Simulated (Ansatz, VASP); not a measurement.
Zr5TiN6: VASP beside Ansatz

```xyz
12
Lattice="3.1551 0.0000 0.0000 -1.5775 2.7324 0.0000 0.0000 0.0000 16.3179" Properties=species:S:1:pos:R:3 pbc="T T T"
Zr    0.0000    1.8216   10.7866
Zr    0.0000    1.8216    0.0000
Zr    0.0000    1.8216    5.5313
Zr    1.5775    0.9108   13.5527
Zr    1.5775    0.9108    2.7652
Ti    1.5775    0.9108    8.1589
N     0.0000    0.0000    9.4188
N     0.0000    0.0000   14.9381
N     0.0000    0.0000    4.1428
N     0.0000    0.0000   12.1751
N     0.0000    0.0000    1.3798
N     0.0000    0.0000    6.8991
```

Alike in both runs: task single point; functional PBE; k mesh 6 × 6 × 1; occupations gaussian, width 0.1 eV; no spin polarisation.

|  | VASP | Ansatz |
| --- | --- | --- |
| version | VASP 6.6.1 | Ansatz 0.2.0 |
| potentials or method | VASP PAW PBE potentials, release 64 (Zr_sv, Ti_sv, N), cutoff 520 eV | scalar-relativistic, plane waves, PAW |
| valence electrons in the cell | 102 | 102 |

|  | VASP | Ansatz | Ansatz less VASP |
| --- | --- | --- | --- |
| gap on the k mesh at the Fermi level (eV) | none | none | - |
| pressure (GPa) | 0.2 | -0.1 | -0.28 |
| traceless stress, the component that is largest in VASP (GPa) | 1.41 | 1.40 | -0.005 |
| rms of the force components (eV/Å) | 0.024 | 0.023 | -0.0010 |

Atom by atom the forces differ by 0.002 eV/Å (rms over components). A gap of «none» marks a metal or a gap that the smearing closes. The functional is the same, so the differences come from potentials, cutoffs and numerics.

The k mesh is coarse, so the values compare programs but aren't converged.
